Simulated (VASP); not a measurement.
Write the native input for VASP 6.6.1 that does the following.

```yaml
Task: single point
Functional: PBE
Potentials_or_basis: VASP PAW PBE potentials, release 64 (Ba_sv)
Cutoff: 520 eV
k_mesh: 11 × 11 × 11
Occupations: fermi-dirac, width 0.08 eV
Spin: no spin polarisation
Dipole_correction: no
Further_INCAR_settings: ALGO = Normal; EDIFF = 1e-07; NBANDS = 11
```

The structure of Ba lies in POSCAR:

```
Ba
1.0
   -1.9253504731      1.9253504731      1.9253504731
    1.9253504731     -1.9253504731      1.9253504731
    1.9253504731      1.9253504731     -1.9253504731
Ba
1
Direct
    0.0000000000      0.0000000000      0.0000000000
```

This cell differs from its parent crystal: volume scaled by 0.45.

The input as run:

INCAR

```
SYSTEM = Ba
PREC = Accurate ; ENCUT = 520
EDIFF = 1E-7 ; ISMEAR = -1
SIGMA = 0.08 ; LREAL = .False.
LASPH = .True. ; NELM = 60
ALGO = Normal ; ISIF = 2
LWAVE = .False. ; LCHARG = .False.
GGA = PE ; NBANDS = 11
```

KPOINTS

```
Automatic mesh
0
Gamma
  11 11 11
  0 0 0
```

Potentials or basis: VASP PAW PBE potentials, release 64 (Ba_sv).

Command:

```bash
$ cat potpaw_PBE.64/Ba_sv/POTCAR > POTCAR
$ mpirun -np 1 vasp_std > vasp.out
```

Results of the run:

The pressure is 23.0 GPa and the band gap on the k mesh is zero (band 5 reaches 6.86 eV, above the bottom of band 6 at 3.07 eV).

Caveat: spin-orbit coupling is left out, which moves the levels of the heavy elements.

It took 17 s on 1 thread of AMD EPYC 7R43 64-Core Processor (Zen 3) (shared host), peak memory 0.13 GiB.
